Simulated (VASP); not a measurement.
Wanted: the native input for a VASP 6.6.1 run.

```yaml
Task: single point
Functional: LDA
Potentials_or_basis: VASP PAW LDA potentials, release 64 (Mo_sv)
Cutoff: 520 eV
k_mesh: 14 × 14 × 14
Occupations: fermi-dirac, width 0.1 eV
Spin: no spin polarisation
Dipole_correction: no
Further_INCAR_settings: ALGO = Normal; EDIFF = 1e-07; NBANDS = 13
```

The structure of Mo lies in POSCAR:

```
Mo
1.0
    0.0000000000      1.9679579650      1.9679579650
    1.9679579650      0.0000000000      1.9679579650
    1.9679579650      1.9679579650      0.0000000000
Mo
1
Direct
    0.0000000000      0.0000000000      0.0000000000
```

These files were run (other wordings do the same):

INCAR

```
SYSTEM = Mo
PREC = Accurate ; ENCUT = 520
EDIFF = 1E-7 ; ISMEAR = -1
SIGMA = 0.1 ; LREAL = .False.
LASPH = .True. ; NELM = 60
ALGO = Normal ; ISIF = 2
LWAVE = .False. ; LCHARG = .True.
GGA = CA ; LELF = .True.
LVHAR = .True. ; NBANDS = 13
```

KPOINTS

```
regular mesh
0
Gamma
  14 14 14
  0 0 0
```

Potentials or basis: VASP PAW LDA potentials, release 64 (Mo_sv).

Run with:

```console
$ cat potpaw_LDA.64/Mo_sv/POTCAR > POTCAR
$ mpirun -np 1 vasp_std > vasp.out
```

It gave:

```
Pressure               : 1.1 GPa
Band gap on the k mesh : zero (band 7 reaches 16.70 eV, above the bottom of band 8 at 11.65 eV)
```

Wall time 43 s on 1 thread of AMD EPYC 7R13, with other jobs on the host, peak memory 0.11 GiB.
